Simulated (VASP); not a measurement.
# CoSi2: single point with PBEsol+D3(BJ)

Crystal: CoSi2.

```
CELL_PARAMETERS angstrom
3.78726 0.00000 0.00000
1.89363 3.27987 0.00000
1.89363 1.09329 3.09229
ATOMIC_POSITIONS crystal
Co 0.00000 0.00000 0.00000
Si 0.25000 0.25000 0.25000
Si 0.75000 0.75000 0.75000
```

```yaml
Program: VASP 6.6.1
Task: single point
Functional: PBEsol
Dispersion: D3(BJ)
Potentials_or_basis: VASP PAW PBE potentials, release 64 (Co, Si)
Cutoff: 520 eV
k_mesh: 9 × 9 × 9
Occupations: fermi-dirac, width 0.3 eV
Spin: collinear spin, ferromagnetic start
Starting_moments: "[1.53, 0.23, 0.23] μB"
Fixed_moment: 2.4 μB
Dipole_correction: no
Further_INCAR_settings: ALGO = Normal; EDIFF = 1e-06; NBANDS = 20
```

```
Pressure                                              : 10.4 GPa
Net moment                                            : 2.40 μB per cell
Site moments                                          : Co +1.49; Si +0.19 μB
Valence electrons inside the program's atomic spheres : Co 8.76; Si 1.63
Dispersion energy per atom                            : -0.387 eV
```

Wall time 100 s on 1 thread of Intel Xeon 8259CL, with other jobs on the host, peak memory 0.21 GiB.

Caveat: three body term missing; the cell stands under pressure; the PAW data sets were made with another functional, which shifts forces and pressure a little; the total moment is fixed, so each spin has its own Fermi level.
